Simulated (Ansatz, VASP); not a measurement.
One calculation of CdF2, two programs

```xyz
3
Lattice="0.0000 2.6940 2.6940 2.6940 0.0000 2.6940 2.6940 2.6940 0.0000" Properties=species:S:1:pos:R:3 pbc="T T T"
Cd   -0.1732   -0.1732   -0.1732
F     1.3470    1.3470    1.3470
F     4.0410    4.0410    4.0410
```

Change from the starting cell: all Cd atoms moved -0.300 Å, as atom 1 along Cartesian [1 1 1].

Alike in both runs: task single point; functional PBE; k mesh 8 × 8 × 8; occupations gaussian, width 0.05 eV; no spin polarisation.

|  | VASP | Ansatz |
| --- | --- | --- |
| version | VASP 6.6.1 | Ansatz 0.2.0 |
| potentials or method | VASP PAW PBE potentials, release 64 (Cd, F), cutoff 520 eV | scalar-relativistic, plane waves, PAW |
| valence electrons in the cell | 26 | 34 |

VASP gave:

| Item | Value |
| --- | --- |
| gap on the k mesh at the Fermi level (eV) | 3.10 |
| least direct gap on the mesh (eV) | 3.60 |
| pressure (GPa) | 12.0 |
| traceless stress, the component that is largest in VASP (GPa) | 4.06 |
| rms of the force components (eV/Å) | 1.142 |

Estimate Ansatz's values.

gap on the k mesh at the Fermi level (eV): 3.14; least direct gap on the mesh (eV): 3.64; pressure (GPa): 10.9; traceless stress, the component that is largest in VASP (GPa): 3.73; rms of the force components (eV/Å): 1.041.

Atom by atom the forces differ by 0.102 eV/Å (rms over components). VASP's potentials hold 26 valence electrons a cell and Ansatz's 34, so a difference there can come from the potentials and not from the codes.
